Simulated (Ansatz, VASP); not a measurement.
**NaCl in VASP and in Ansatz**

File POSCAR:

```
NaCl
1.0
    0.0000000000      2.8027319616      2.8027319616
    2.8027319616      0.0000000000      2.8027319616
    2.8027319616      2.8027319616      0.0000000000
Na Cl
1 1
Direct
    0.0000000000      0.0000000000      0.0000000000
    0.5000000000      0.5000000000      0.5000000000
```

The input INCAR.step1:

```
SYSTEM = NaCl
ALGO = Normal ; EDIFF = 1E-5
ENCUT = 550 ; GGA = PE
GGA_COMPAT = .FALSE. ; ISMEAR = 0
LASPH = .TRUE. ; LCHARG = .FALSE.
LREAL = .FALSE. ; LWAVE = .TRUE.
NBANDS = 14 ; NELM = 120
PREC = Accurate ; SIGMA = 0.001
```

INCAR.step2

```
SYSTEM = NaCl
ALGO = Normal ; EDIFF = 1E-6
ENCUT = 550 ; GGA_COMPAT = .FALSE.
ISIF = 2 ; ISMEAR = 0
ISTART = 1 ; LASPH = .TRUE.
LCHARG = .FALSE. ; LMIXTAU = .TRUE.
LREAL = .FALSE. ; LWAVE = .FALSE.
METAGGA = R2SCAN ; NBANDS = 14
NELM = 120 ; PREC = Accurate
SIGMA = 0.001
```

Contents of KPOINTS:

```
k-points
0
G
  6 6 6
  0 0 0
```

Input for Ansatz:

```yaml
crystal:
  lattice:
    - [0.0, 2.8027319616, 2.8027319616]
    - [2.8027319616, 0.0, 2.8027319616]
    - [2.8027319616, 2.8027319616, 0.0]
  atoms:
    - { symbol: Na, position: [0.0, 0.0, 0.0] }
    - { symbol: Cl, position: [0.5, 0.5, 0.5] }
kpoints:
  mp_grid: { grid: [6, 6, 6] }
hamiltonian:
  xc: r2scan
scf:
  occupations: { method: gaussian, width: 0.001 }
  n_extra_bands: 4
output:
  forces: true
  stress: true
  eigenvalues: true
```

Alike in both runs: task single point; functional r2SCAN; k mesh 6 × 6 × 6; occupations gaussian, width 0.001 eV; no spin polarisation.

|  | VASP | Ansatz |
| --- | --- | --- |
| version | VASP 6.6.1 | Ansatz 0.2.0 |
| potentials or method | VASP PAW PBE potentials, release 64 (Na_pv, Cl) | plane waves |
| plane-wave cutoff (eV) | 550 | 500 |
| valence electrons in the cell | 14 | 16 |

|  | VASP | Ansatz | Ansatz less VASP |
| --- | --- | --- | --- |
| gap on the k mesh at the Fermi level (eV) | 6.00 | 5.98 | -0.023 |
| pressure (GPa) | -0.1 | 0.0 | +0.18 |

VASP's potentials were made for PBE, not for r2SCAN. VASP's potentials hold 14 valence electrons a cell and Ansatz's 16, so a difference there can come from the potentials and not from the codes.
